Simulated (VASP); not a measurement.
Input of a VASP 6.6.1 run:

The input INCAR:

```
SYSTEM = Ga
PREC = Accurate
ENCUT = 520
EDIFF = 1E-6
ISMEAR = -1
SIGMA = 0.1
LREAL = .False.
LASPH = .True.
NELM = 60
ALGO = Normal
ISIF = 2
LWAVE = .False.
LCHARG = .True.
GGA = PE
LELF = .True.
LVHAR = .True.
NBANDS = 34
```

The input KPOINTS:

```
Automatic mesh
0
Gamma
  14 14 4
  0 0 0
```

Contents of POSCAR:

```
Ga
1.0
    2.9535916758      0.0000000000      0.0000000000
   -1.4767958379      2.5578854236      0.0000000000
    0.0000000000      0.0000000000      9.6436319774
Ga
4
Direct
    1.0000000000      0.0000000000      1.0000000000
    1.0000000000      0.0000000000      0.5000000000
    0.3333333333      0.6666666667      0.2500000000
    0.6666666667      0.3333333333      0.7500000000
```

Potentials or basis: VASP PAW PBE potentials, release 64 (Ga_d).

Launch:

```sh
$ cat potpaw_PBE.64/Ga_d/POTCAR > POTCAR
$ mpirun -np 1 vasp_std > vasp.out
```

What does it give for the band gap on the k mesh?

Zero (bands 26 and 27 overlap by 5.76 eV).

Predict the pressure.

2.3 GPa.

Stress tensor (GPa, compression positive):
```
1.86 0.00 0.00
0.00 1.86 0.00
0.00 0.00 3.15
```
